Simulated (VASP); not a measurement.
TaN, 2 atoms in the cell. It takes space group F-43m (No. 216, cubic). Conventional cell: a = 4.982 Å, b = 4.982 Å, c = 4.982 Å, α = 90.00°, β = 90.00°, γ = 90.00°. Ta (site symmetry -43m) has 4 N at 2.16 Å within 2.9 Å. Within 2.9 Å of N (site symmetry -43m) lie 4 Ta at 2.16 Å. 

```yaml
Program: VASP 6.6.1
Task: single point
Functional: r2SCAN0
Potentials_or_basis: VASP PAW PBE potentials, release 64 (Ta_pv, N)
Cutoff: 520 eV
k_mesh: 5 × 5 × 5
Occupations: fermi-dirac, width 0.05 eV
Spin: no spin polarisation
Dipole_correction: no
Grid_for_exact_exchange_PRECFOCK: Normal
Further_INCAR_settings: ALGO = Normal; EDIFF = 1e-06; NBANDS = 15
Share_of_exact_exchange: 0.25
```

Potentials or basis: VASP PAW PBE potentials, release 64 (Ta_pv, N).

Launch:

```sh
$ cat potpaw_PBE.64/Ta_pv/POTCAR potpaw_PBE.64/N/POTCAR > POTCAR
$ cp INCAR.step1 INCAR
$ mpirun -np 1 vasp_std > vasp.out
$ cp INCAR.step2 INCAR
$ mpirun -np 1 vasp_std > vasp.out
```

Hardware: 1 thread of Intel Xeon 8259CL (shared host).

Problem. How long does it take, and how much memory?

Solution. Wall time 21 min on 1 thread of Intel Xeon 8259CL, on a shared host, peak memory 0.17 GiB. Counts: k points 10.
